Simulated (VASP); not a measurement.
Here is a VASP 6.6.1 calculation.

File POSCAR:

```
SrTe
1.0
    0.0000000000      3.3530847491      3.3530847491
    3.3530847491      0.0000000000      3.3530847491
    3.3530847491      3.3530847491      0.0000000000
Sr Te
1 1
Direct
    0.5000000000      0.5000000000      0.5000000000
    0.0000000000      0.0000000000      0.0000000000
```

Contents of INCAR.step1:

```
PREC = Accurate ; ENCUT = 550
ISMEAR = 0 ; SIGMA = 0.05
LREAL = False ; LASPH = True
NELM = 120 ; NBANDS = 15
GGA = PE ; ALGO = Normal
EDIFF = 1E-5 ; LWAVE = True
LCHARG = False ; GGA_COMPAT = False
```

Contents of INCAR.step2:

```
PREC = Accurate ; ENCUT = 550
EDIFF = 1E-6 ; ISMEAR = 0
SIGMA = 0.05 ; LREAL = False
LASPH = True ; NELM = 120
ALGO = Normal ; ISIF = 2
LWAVE = False ; LCHARG = False
METAGGA = R2SCAN ; LMIXTAU = True
NBANDS = 15 ; ISTART = 1
GGA_COMPAT = False
```

The input KPOINTS:

```
Automatic mesh
0
Gamma
  6 6 6
```

Potentials or basis: VASP PAW PBE potentials, release 64 (Sr_sv, Te).

The run is started by

```sh
$ cat potpaw_PBE.64/Sr_sv/POTCAR potpaw_PBE.64/Te/POTCAR > POTCAR
$ cp INCAR.step1 INCAR
$ mpirun -np 1 vasp_std > vasp.out
$ cp INCAR.step2 INCAR
$ mpirun -np 1 vasp_std > vasp.out
```

Q: What does it give for the band gap on the k mesh?

A: 2.14 eV (least direct gap 2.89 eV).

Q: Predict the pressure.

A: 0.1 GPa.

Caveat: the PAW data sets were made with another functional, which shifts forces and pressure a little; spin-orbit coupling is left out, which moves the levels of the heavy elements. A k mesh can miss the band edges.
